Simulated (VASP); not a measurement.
# Cu (Im-3m) in VASP: notebook

Cu is run at these levels: PBE; tasks: single point.

Program: VASP 6.6.1. These are calculated values, not measurements. Logs are shortened: lines on timing, memory, paths and dates and some standing lists are left out, and cuts for length are marked.

**1. The cell of the first run**

The structure is cubic, space group Im-3m (No. 229). The conventional cell has a = 2.865 Å, b = 2.865 Å, c = 2.865 Å, α = 90.00°, β = 90.00°, γ = 90.00°. Cu (site symmetry m-3m) has 14 Cu at 2.48 to 2.87 Å within 3.3 Å.

**2. Single point, PBE**

INCAR reads:

```
  ALGO = Normal
  EDIFF = 1E-6
  ENCUT = 520
  GGA = PE
  ISIF = 2
  ISMEAR = 0
  LASPH = T
  LCHARG = F
  LREAL = F
  LWAVE = F
  NBANDS = 12
  NELM = 60
  PREC = Accurate
  SIGMA = 0.05
```

KPOINTS reads:

```
k-points
0
Gamma
  20 20 20
```

POSCAR reads:

```
Cu
1.0
   -1.4326306573      1.4326306573      1.4326306573
    1.4326306573     -1.4326306573      1.4326306573
    1.4326306573      1.4326306573     -1.4326306573
Cu
1
Direct
    0.0000000000      0.0000000000      0.0000000000
```

Potentials or basis: VASP PAW PBE potentials, release 64 (Cu).

Launch:

```console
> cat potpaw_PBE.64/Cu/POTCAR > POTCAR
> mpirun -np 1 vasp_std > vasp.out
```

OUTCAR:

```text
EDIFF = 1E-6
   ENCUT = 520
   GGA = PE
   ISIF = 2
   ISMEAR = 0
   LASPH = T
   LREAL = F
   NELM = 60
   PREC = Accurate

 ion  position               nearest neighbor table
   1  0.000  0.000  0.000-

  LATTYP: Found a body centered cubic cell.
 ALAT       =     2.8652613146

  Lattice vectors:

 A1 = (  -1.4326306573,   1.4326306573,   1.4326306573)
 A2 = (   1.4326306573,  -1.4326306573,   1.4326306573)
 A3 = (   1.4326306573,   1.4326306573,  -1.4326306573)

Analysis of symmetry for initial positions (statically):
=====================================================================
 Subroutine PRICEL returns:
 Original cell was already a primitive cell.

 Routine SETGRP: Setting up the symmetry group for a
 body centered cubic supercell.

 Subroutine GETGRP returns: Found 48 space group operations
 (whereof 48 operations were pure point group operations)
 out of a pool of 48 trial point group operations.

The static configuration has the point symmetry O_h .

Analysis of symmetry for dynamics (positions and initial velocities):
=====================================================================
 Subroutine PRICEL returns:
 Original cell was already a primitive cell.

 Routine SETGRP: Setting up the symmetry group for a
 body centered cubic supercell.

 Subroutine GETGRP returns: Found 48 space group operations
 (whereof 48 operations were pure point group operations)
 out of a pool of 48 trial point group operations.

The dynamic configuration has the point symmetry O_h .

 Subroutine INISYM returns: Found 48 space group operations
 (whereof 48 operations are pure point group operations),
 and found     1 'primitive' translations

----------------------------------------------------------------------------------------

                                     Primitive cell

  volume of cell :      11.7615

  direct lattice vectors                    reciprocal lattice vectors
    -1.432630657  1.432630657  1.432630657     0.000000000  0.349008307  0.349008307
     1.432630657 -1.432630657  1.432630657     0.349008307  0.000000000  0.349008307
     1.432630657  1.432630657 -1.432630657     0.349008307  0.349008307  0.000000000

  length of vectors
     2.481389087  2.481389087  2.481389087     0.493572281  0.493572281  0.493572281

  position of ions in fractional coordinates (direct lattice)
     0.000000000  0.000000000  0.000000000

  ion indices of the primitive-cell ions
   primitive index   ion index
                 1           1

----------------------------------------------------------------------------------------

 KPOINTS: k-points

Automatic generation of k-mesh.
 Grid dimensions read from file:
 generate k-points for:   20   20   20

 Generating k-lattice:

  Cartesian coordinates                     Fractional coordinates (reciprocal lattice)
     0.000000000  0.017450415  0.017450415     0.050000000  0.000000000  0.000000000
     0.017450415  0.000000000  0.017450415     0.000000000  0.050000000  0.000000000
     0.017450415  0.017450415  0.000000000     0.000000000  0.000000000  0.050000000

  Length of vectors
     0.024678614  0.024678614  0.024678614

  Shift w.r.t. Gamma in fractional coordinates (k-lattice)
     0.000000000  0.000000000  0.000000000

 Subroutine IBZKPT returns following result:
 ===========================================

 Found    256 irreducible k-points:

 Following reciprocal coordinates:
            Coordinates               Weight
  0.000000  0.000000  0.000000      1.000000
  0.050000  0.000000  0.000000     12.000000
  0.100000  0.000000  0.000000     12.000000
  0.150000  0.000000  0.000000     12.000000
  0.200000  0.000000  0.000000     12.000000
  0.250000  0.000000  0.000000     12.000000
[... 16 lines left out ...]
  0.200000  0.100000  0.000000     48.000000
  0.250000  0.100000  0.000000     48.000000
 [... further k-points ...]
   k-points           NKPTS =    256   k-points in BZ     NKDIM =    256   number of bands    NBANDS=     12
   number of dos      NEDOS =    301   number of ions     NIONS =      1
   total plane-waves  NPLWV =   5832
   dimension x,y,z NGX =    18 NGY =   18 NGZ =   18
   dimension x,y,z NGXF=    36 NGYF=   36 NGZF=   36
   ions per type =               1
   NGX,Y,Z   is equivalent  to a cutoff of  12.06, 12.06, 12.06 a.u.
   NGXF,Y,Z  is equivalent  to a cutoff of  24.12, 24.12, 24.12 a.u.
 SYSTEM =  unknown system
   PREC   = accura    normal or accurate (medium, high low for compatibility)
   ISTART =      0    job   : 0-new  1-cont  2-samecut
   ICHARG =      2    charge: 1-file 2-atom 10-const
   ISPIN  =      1    spin polarized calculation?
   LNONCOLLINEAR =      F non collinear calculations
   LSORBIT =      F    spin-orbit coupling
   LASPH  =      T    aspherical Exc in radial PAW
   ENCUT  =  520.0 eV  38.22 Ry    6.18 a.u.   4.61  4.61  4.61*2*pi/ulx,y,z
   NELM   =     60;   NELMIN=  2; NELMDL= -5     # of ELM steps
   EDIFF  = 0.1E-05   stopping-criterion for ELM
   LREAL  =      F    real-space projection
   EDIFFG = 0.1E-04   stopping-criterion for IOM
   NSW    =      0    number of steps for IOM
   IBRION =     -1    ionic relax: 0-MD 1-quasi-New 2-CG
   NFREE  =      0    steps in history (QN), initial steepest desc. (CG)
   ISIF   =      2    stress and relaxation
   ISYM   =      2    0-nonsym 1-usesym 2-fastsym
   POTIM  = 0.5000    time-step for ionic-motion
   TEBEG  =    0.0;   TEEND  =   0.0 temperature during run
   PSTRESS=    0.0 pullay stress
   NELECT =      11.0000    total number of electrons
   NUPDOWN=      -1.0000    fix difference up-down
   EMIN   =  10.00;   EMAX   =-10.00  energy-range for DOS
   EFERMI =   0.00;   METHOD = LEGACY
   ISMEAR =     0;   SIGMA  =   0.05  broadening in eV -4-tet -1-fermi 0-gaus
   EFERMI_NEDOS =   21; number of points for ismear=-14 and -15
   IALGO  =     38    algorithm
   IMIX   =      4    mixing-type and parameters
     AMIX     =   0.40;   BMIX     =  1.00
     AMIX_MAG =   1.60;   BMIX_MAG =  1.00
  volume/ion in A,a.u.               =      11.76        79.37
  Fermi-wavevector in a.u.,A,eV,Ry     =   1.600976  3.025406 34.873421  2.563124
  Thomas-Fermi vector in A             =   2.698027
   LORBIT       =      0    0 simple, 1 ext, 2 COOP (PROOUT), +10 PAW based schemes
   GGA     = PE    functional components
   LHFCALC =     F    Hartree Fock is set to
   AEXX    =    0.0000 exact exchange contribution
   IVDW    =     0    specifies the selected vdW correction
   LEPSILON=     F    determine dielectric tensor
   LRPA    =     F    only Hartree local field effects (RPA)
 non-spin polarized calculation
 Gauss-broadening in eV      SIGMA  =   0.05
  energy-cutoff  :      520.00
  volume of cell :       11.76
 maximum number of plane-waves:       329
   NGX =  9   NGY =  9   NGZ =  9

 number of electron      10.9999975 magnetization

 Free energy of the ion-electron system (eV)
  ---------------------------------------------------
  ext. energy  EPLUGINS =         0.00000000
  ---------------------------------------------------
  free energy    TOTEN  =        -3.68548303 eV

  energy without entropy =       -3.68463281  energy(sigma->0) =       -3.68505792

 E-fermi :   7.6327     XC(G=0): -12.7520

 val. band max:        7.6263256614   @ k =  -0.3000   0.4500   0.1000
 cond. band min:       7.6337772138   @ k =   0.2000   0.1500   0.1500
 fundamental gap:      0.0074515524
 Fermi energy:         7.6326853604

 k-point     1 :       0.0000    0.0000    0.0000
  band No.  band energies     occupation
      1      -1.7401      2.00000
      2       4.5148      2.00000
      3       4.5148      2.00000
      4       4.5148      2.00000
      5       5.5321      2.00000
      6       5.5321      2.00000
      7      32.7396      0.00000
      8      32.7396      0.00000
      9      32.7396      0.00000
     10      36.1821      0.00000
     11      36.1821      0.00000
     12      36.1821      0.00000

 k-point     2 :       0.0500    0.0000    0.0000
  band No.  band energies     occupation
      1      -1.6433      2.00000
      2       4.4967      2.00000
      3       4.5142      2.00000
      4       4.5521      2.00000
      5       5.5140      2.00000
      6       5.5334      2.00000
      7      31.6208      0.00000
      8      32.4755      0.00000
      9      32.4862      0.00000
     10      34.8812      0.00000
     11      34.9731      0.00000
     12      35.1667      0.00000

 k-point     3 :       0.1000    0.0000    0.0000
  band No.  band energies     occupation
      1      -1.3555      2.00000
      2       4.4441      2.00000
      3       4.5091      2.00000
      4       4.6613      2.00000
      5       5.4677      2.00000
      6       5.5378      2.00000
      7      29.2198      0.00000
      8      31.5616      0.00000
      9      31.9142      0.00000
     10      33.1760      0.00000
     11      34.0585      0.00000
     12      34.8541      0.00000

 k-point     4 :       0.1500    0.0000    0.0000
  band No.  band energies     occupation
      1      -0.8857      2.00000
      2       4.3629      2.00000
      3       4.4921      2.00000
      4       4.8355      2.00000
      5       5.4144      2.00000
      6       5.5455      2.00000
      7      26.5306      0.00000
      8      30.3061      0.00000
      9      31.2729      0.00000
     10      31.5485      0.00000
     11      33.3918      0.00000
     12      35.2279      0.00000

 k-point     5 :       0.2000    0.0000    0.0000
  band No.  band energies     occupation
      1      -0.2526      2.00000
      2       4.2616      2.00000
      3       4.4632      2.00000
      4       5.0623      2.00000
      5       5.3795      2.00000
      6       5.5572      2.00000
      7      23.8356      0.00000
      8      29.0538      0.00000
      9      30.0442      0.00000
     10      30.6775      0.00000
     11      32.8847      0.00000
     12      35.9745      0.00000

 k-point     6 :       0.2500    0.0000    0.0000
  band No.  band energies     occupation
      1       0.5049      2.00000
      2       4.1507      2.00000
      3       4.4518      2.00000
      4       5.3243      2.00000
      5       5.3768      2.00000
      6       5.5726      2.00000
      7      21.2221      0.00000
      8      27.9235      0.00000
      9      28.6911      0.00000
     10      30.1678      0.00000
     11      32.5158      0.00000
     12      36.9859      0.00000

 k-point     7 :       0.3000    0.0000    0.0000
  band No.  band energies     occupation
      1       1.3033      2.00000
      2       4.0412      2.00000
      3       4.5424      2.00000
      4       5.4031      2.00000
      5       5.5906      2.00000
      6       5.5987      2.00000
      7      18.7365      0.00000
      8      26.9604      0.00000
      9      27.5177      0.00000
     10      29.7548      0.00000
     11      32.2655      0.00000
     12      38.2203      0.00000

 k-point     8 :       0.3500    0.0000    0.0000
  band No.  band energies     occupation
      1       1.9814      2.00000
      2       3.9436      2.00000
      3       4.8865      2.00000
      4       5.4507      2.00000
      5       5.6091      2.00000
      6       5.8583      2.00000
      7      16.4233      0.00000
      8      26.1891      0.00000
      9      26.5552      0.00000
     10      29.4387      0.00000
     11      32.1104      0.00000
     12      39.6527      0.00000
[... 166 lines left out ...]
 k-point    20 :       0.4500    0.0500    0.0000
  band No.  band energies     occupation
      1       2.6162      2.00000
      2       3.8121      2.00000
      3       5.4777      2.00000
      4       5.5509      2.00000
      5       6.0550      2.00000
      6       7.2623      2.00000
      7      12.2205      0.00000
      8      24.1982      0.00000
      9      25.1910      0.00000
     10      29.7066      0.00000
     11      32.6165      0.00000
     12      40.8924      0.00000

 k-point    21 :       0.1000    0.1000    0.0000
  band No.  band energies     occupation
      1      -0.6091      2.00000
      2       4.3595      2.00000
      3       4.4122      2.00000
      4       4.9647      2.00000
      5       5.3725      2.00000
      6       5.5674      2.00000
      7      26.3986      0.00000
      8      27.1789      0.00000
      9      30.2565      0.00000
     10      32.4647      0.00000
     11      34.4560      0.00000
     12      35.7259      0.00000

 k-point    22 :       0.1500    0.1000   -0.0000
  band No.  band energies     occupation
      1       0.0137      2.00000
      2       4.2706      2.00000
      3       4.3563      2.00000
      4       5.2089      2.00000
      5       5.3341      2.00000
      6       5.5932      2.00000
      7      24.0158      0.00000
      8      25.7547      0.00000
      9      29.0016      0.00000
     10      32.1721      0.00000
     11      34.6795      0.00000
     12      35.9186      0.00000

 k-point    23 :       0.2000    0.1000    0.0000
  band No.  band energies     occupation
      1       0.7572      2.00000
      2       4.1617      2.00000
      3       4.3198      2.00000
      4       5.3273      2.00000
      5       5.4921      2.00000
      6       5.6310      2.00000
      7      21.4377      0.00000
      8      24.7264      0.00000
      9      27.8742      0.00000
     10      31.7404      0.00000
     11      34.9671      0.00000
     12      36.0105      0.00000

 k-point    24 :       0.2500    0.1000    0.0000
  band No.  band energies     occupation
      1       1.5380      2.00000
      2       4.0530      2.00000
      3       4.3547      2.00000
      4       5.3557      2.00000
      5       5.6269      2.00000
      6       5.8626      2.00000
      7      18.9569      0.00000
      8      23.8662      0.00000
      9      26.8987      0.00000
     10      31.3385      0.00000
     11      34.8687      0.00000
     12      36.6703      0.00000

 [... further k-points ...]
[... 5 lines left out ...]
  --------------------------------------------------------------------------------------
  -------------------------------------------------------------------------------------
  Total        0.2557578      0.2557578      0.2557578      0.0000000      0.0000000      0.0000000
  in kB       34.8398921     34.8398921     34.8398921      0.0000000      0.0000000      0.0000000
  external PRESSURE =      34.8398921 kB  Pullay stress =       0.0000000 kB

 VOLUME and BASIS-vectors are now :
 -----------------------------------------------------------------------------
  energy-cutoff  :      520.00
  volume of cell :       11.76
      direct lattice vectors                 reciprocal lattice vectors
    -1.432630657  1.432630657  1.432630657     0.000000000  0.349008307  0.349008307
     1.432630657 -1.432630657  1.432630657     0.349008307  0.000000000  0.349008307
     1.432630657  1.432630657 -1.432630657     0.349008307  0.349008307  0.000000000

 POSITION                                       TOTAL-FORCE (eV/Angst)
 -----------------------------------------------------------------------------------
      0.00000      0.00000      0.00000        -0.000000      0.000000     -0.000000
 -----------------------------------------------------------------------------------
    total drift:                                0.000000      0.000000      0.000000

  FREE ENERGIE OF THE ION-ELECTRON SYSTEM (eV)
  ---------------------------------------------------
  free  energy   TOTEN  =        -3.6854830282 eV

  energy  without entropy=       -3.6846328124  energy(sigma->0) =       -3.68505792
```

Run time: 24 s. Hardware: 1 thread of Intel Xeon 6975P-C, shared host; peak memory 0.14 GiB.

What came out:

| Quantity | Value |
| --- | --- |
| Free energy | -3.6855 eV |
| Pressure | 3.5 GPa |

**3. Single point, PBE**

This run uses another cell than the first one, of 11.99 Å³/atom, 1.020 times its volume.

INCAR reads:

```
SYSTEM = Cu
PREC = Accurate
ENCUT = 520
EDIFF = 1E-6
ISMEAR = 0
SIGMA = 0.05
LREAL = .False.
LASPH = .True.
NELM = 100
ALGO = Normal
ISIF = 2
LWAVE = .False.
LCHARG = .False.
GGA = PE
NBANDS = 12
```

KPOINTS reads:

```
Automatic mesh
0
Gamma
  20 20 20
  0 0 0
```

POSCAR reads:

```
Cu
1.0
   -1.4419097014      1.4419097014      1.4419097014
    1.4419097014     -1.4419097014      1.4419097014
    1.4419097014      1.4419097014     -1.4419097014
Cu
1
Direct
    0.0000000000      0.0000000000      0.0000000000
```

Potentials or basis: VASP PAW PBE potentials, release 64 (Cu).

Launch:

```console
> cat potpaw_PBE.64/Cu/POTCAR > POTCAR
> mpirun -np 1 vasp_std > vasp.out
```

OUTCAR:

```text
SYSTEM = Cu
   PREC = Accurate
   ENCUT = 520
   EDIFF = 1E-6
   ISMEAR = 0
   LREAL = .False.
   LASPH = .True.
   NELM = 100
   ISIF = 2
   GGA = PE

 ion  position               nearest neighbor table
   1  0.000  0.000  0.000-

  LATTYP: Found a body centered cubic cell.
 ALAT       =     2.8838194028

  Lattice vectors:

 A1 = (  -1.4419097014,   1.4419097014,   1.4419097014)
 A2 = (   1.4419097014,  -1.4419097014,   1.4419097014)
 A3 = (   1.4419097014,   1.4419097014,  -1.4419097014)

[... 529 lines left out ...]
      4       5.1545      2.00000
      5       5.4171      2.00000
      6       5.6476      2.00000
      7      18.5672      0.00000
      8      23.4308      0.00000
      9      26.4184      0.00000
     10      30.8530      0.00000
     11      34.2962      0.00000
     12      36.0898      0.00000

 [... further k-points ...]
[... 5 lines left out ...]
  --------------------------------------------------------------------------------------
  -------------------------------------------------------------------------------------
  Total        0.0490033      0.0490033      0.0490033      0.0000000     -0.0000000      0.0000000
  in kB        6.5472944      6.5472944      6.5472944      0.0000000     -0.0000000      0.0000000
  external PRESSURE =       6.5472944 kB  Pullay stress =       0.0000000 kB

 VOLUME and BASIS-vectors are now :
 -----------------------------------------------------------------------------
  energy-cutoff  :      520.00
  volume of cell :       11.99
      direct lattice vectors                 reciprocal lattice vectors
    -1.441909701  1.441909701  1.441909701     0.000000000  0.346762352  0.346762352
     1.441909701 -1.441909701  1.441909701     0.346762352  0.000000000  0.346762352
     1.441909701  1.441909701 -1.441909701     0.346762352  0.346762352  0.000000000

 POSITION                                       TOTAL-FORCE (eV/Angst)
 -----------------------------------------------------------------------------------
      0.00000      0.00000      0.00000         0.000000      0.000000      0.000000
 -----------------------------------------------------------------------------------
    total drift:                                0.000000     -0.000000      0.000000

  FREE ENERGIE OF THE ION-ELECTRON SYSTEM (eV)
  ---------------------------------------------------
  free  energy   TOTEN  =        -3.6885805551 eV

  energy  without entropy=       -3.6876216949  energy(sigma->0) =       -3.68810112
```

OSZICAR:

```text
N       E                     dE             d eps       ncg     rms          rms(c)
DAV:   1     0.428031098097E+02    0.42803E+02   -0.54195E+03  6804   0.153E+03
DAV:   2    -0.327355598921E+01   -0.46077E+02   -0.42654E+02  6392   0.206E+02
DAV:   3    -0.457555357210E+01   -0.13020E+01   -0.12963E+01  7160   0.394E+01
DAV:   4    -0.458349065655E+01   -0.79371E-02   -0.79362E-02  6996   0.276E+00
DAV:   5    -0.458356681319E+01   -0.76157E-04   -0.76156E-04  7116   0.276E-01    0.757E+00
DAV:   6    -0.406841962077E+01    0.51515E+00   -0.14052E+01  7160   0.712E+01    0.398E+00
DAV:   7    -0.370184800978E+01    0.36657E+00   -0.22932E+00  7224   0.287E+01    0.638E-01
DAV:   8    -0.368944587565E+01    0.12402E-01   -0.61246E-03  7980   0.748E-01    0.219E-01
DAV:   9    -0.368857906321E+01    0.86681E-03   -0.52637E-03  7948   0.124E+00    0.297E-02
DAV:  10    -0.368858212297E+01   -0.30598E-05   -0.35969E-05  8968   0.972E-02    0.945E-03
DAV:  11    -0.368858042183E+01    0.17011E-05   -0.17475E-06  5160   0.248E-02    0.294E-04
DAV:  12    -0.368858055514E+01   -0.13331E-06   -0.74762E-08  3432   0.307E-03
   1 F= -.36885806E+01 E0= -.36881011E+01  d E =-.958860E-03
```

Run time: 22 s. Hardware: 1 thread of Intel Xeon 6975P-C, shared host; peak memory 0.15 GiB.

What came out:

| Item | Value |
| --- | --- |
| Free energy | -3.6886 eV |
| Pressure | 0.7 GPa |
